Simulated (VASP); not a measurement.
AlN: single point with HSE06

Crystal: AlN.

```
Al N
1.0
     0.00000    2.03906    2.03906
     2.03906    0.00000    2.03906
     2.03906    2.03906    0.00000
Al N
1 1
Direct
  0.00000 0.00000 0.00000
  0.50000 0.50000 0.50000
```

This cell differs from its parent crystal: strain +1.0%.

```json
{"Program": "VASP 6.6.1", "Task": "single point", "Functional": "HSE06", "Potentials or basis": "VASP PAW PBE potentials, release 64 (Al, N)", "Cutoff": "520 eV", "k mesh": "8 × 8 × 8", "Occupations": "gaussian, width 0.01 eV", "Spin": "no spin polarisation", "Dipole correction": "no", "Grid for exact exchange (PRECFOCK)": "Normal", "Further INCAR settings": "ALGO = Normal; EDIFF = 1e-07; NBANDS = 11", "Share of exact exchange": "0.25", "Screening parameter": "0.2079 1/Å"}
```

| Property | Result |
| --- | --- |
| Pressure | -9.2 GPa |
| Band gap on the k mesh | 5.70 eV (least direct gap 6.79 eV) |

Levels at points of the mesh, in eV from the valence-band top:
```
           k point  band 1  band 2  band 3  band 4  band 5  band 6  band 7  band 8
(0.00, 0.00, 0.00)  -18.98    0.00    0.00    0.00    6.79   13.70   13.70   13.70
(0.50, 0.00, 0.00)  -15.62   -8.83   -1.11   -1.11    7.35   12.36   12.36   15.11
(0.50, 0.50, 0.00)  -14.60   -7.84   -2.98   -2.98    5.70    6.64   15.90   19.05
```

Wall time 39 min on 1 thread of Oxide Virtual Turin-like Processor, on a shared host, peak memory 0.22 GiB.

Caveat: the cell differs from its parent crystal (strain +1.0%); the cell stands under tension; the structure was generated, so it needn't be the stable form of AlN; the PAW data sets were made with another functional, which shifts forces and pressure a little. A k mesh can miss the band edges.
